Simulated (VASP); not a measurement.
Set up this calculation in VASP 6.6.1, as the native input.

| Quantity | Value |
| --- | --- |
| Task | relaxation of cell and atoms |
| Functional | r2SCAN |
| Potentials or basis | VASP PAW PBE potentials, release 64 (Mo_sv, Si) |
| Cutoff | 600 eV |
| k mesh | 6 × 6 × 6 |
| Occupations | fermi-dirac, width 0.05 eV |
| Spin | no spin polarisation |
| Dipole correction | no |
| Further INCAR settings | ALGO = Normal; EDIFF = 1e-07; IBRION = 2; EDIFFG = -0.01; NSW = 60; ISIF = 3 |

SiMo3:

```
CELL_PARAMETERS angstrom
4.88900 0.00000 0.00000
0.00000 4.88900 0.00000
0.00000 0.00000 4.88900
ATOMIC_POSITIONS crystal
Mo 0.00000 0.50000 0.25000
Mo 0.00000 0.50000 0.75000
Mo 0.50000 0.25000 0.00000
Mo 0.75000 0.00000 0.50000
Mo 0.50000 0.75000 0.00000
Mo 0.25000 0.00000 0.50000
Si 0.50000 0.50000 0.50000
Si 0.00000 0.00000 0.00000
```

One way to write it, as run:

POSCAR

```
SiMo3
1.0
    4.8890000000      0.0000000000      0.0000000000
    0.0000000000      4.8890000000      0.0000000000
    0.0000000000      0.0000000000      4.8890000000
Mo Si
6 2
Direct
    0.0000000000      0.5000000000      0.2500000000
    0.0000000000      0.5000000000      0.7500000000
    0.5000000000      0.2500000000      0.0000000000
    0.7500000000      0.0000000000      0.5000000000
    0.5000000000      0.7500000000      0.0000000000
    0.2500000000      0.0000000000      0.5000000000
    0.5000000000      0.5000000000      0.5000000000
    0.0000000000      0.0000000000      0.0000000000
```

INCAR.step1

```
SYSTEM = SiMo3
ALGO = Normal
EDIFF = 1E-4
ENCUT = 600
GGA = PE
ISMEAR = -1
LASPH = .TRUE.
LCHARG = .FALSE.
LREAL = .FALSE.
LWAVE = .TRUE.
NELM = 100
PREC = Accurate
SIGMA = 0.05
```

INCAR.step2

```
SYSTEM = SiMo3
ALGO = Normal
EDIFF = 1E-7
EDIFFG = -0.01
ENCUT = 600
IBRION = 2
ISIF = 3
ISMEAR = -1
ISTART = 1
LASPH = .TRUE.
LCHARG = .FALSE.
LMIXTAU = .TRUE.
LREAL = .FALSE.
LWAVE = .FALSE.
METAGGA = R2SCAN
NELM = 100
NSW = 60
PREC = Accurate
SIGMA = 0.05
```

KPOINTS

```
k-points
0
G
  6 6 6
  0 0 0
```

Potentials or basis: VASP PAW PBE potentials, release 64 (Mo_sv, Si).

Command:

```console
$ cat potpaw_PBE.64/Mo_sv/POTCAR potpaw_PBE.64/Si/POTCAR > POTCAR
$ cp INCAR.step1 INCAR
$ mpirun -np 1 vasp_std > vasp.out
$ cp INCAR.step2 INCAR
$ mpirun -np 1 vasp_std > vasp.out
```

Results of the run:

The relaxed volume is 14.63 Å³/atom and the relaxed cell is a = 4.891 Å, b = 4.891 Å, c = 4.891 Å, α = 90.00°, β = 90.00°, γ = 90.00°. The space group after relaxing (to 0.05 Å) is Pm-3n (No. 223) and the energy gained by relaxing is 0.0 meV/atom. The ionic steps are 3. The pressure after relaxing is 0.0 GPa and the band gap on the k mesh is zero (band 46 reaches 14.10 eV, above the bottom of band 47 at 11.43 eV).

Caveat: the PAW data sets were made with another functional, which shifts forces and pressure a little.

Run time: 15 min on 1 thread of Intel Xeon 6975P-C, on a shared host, peak memory 0.34 GiB.
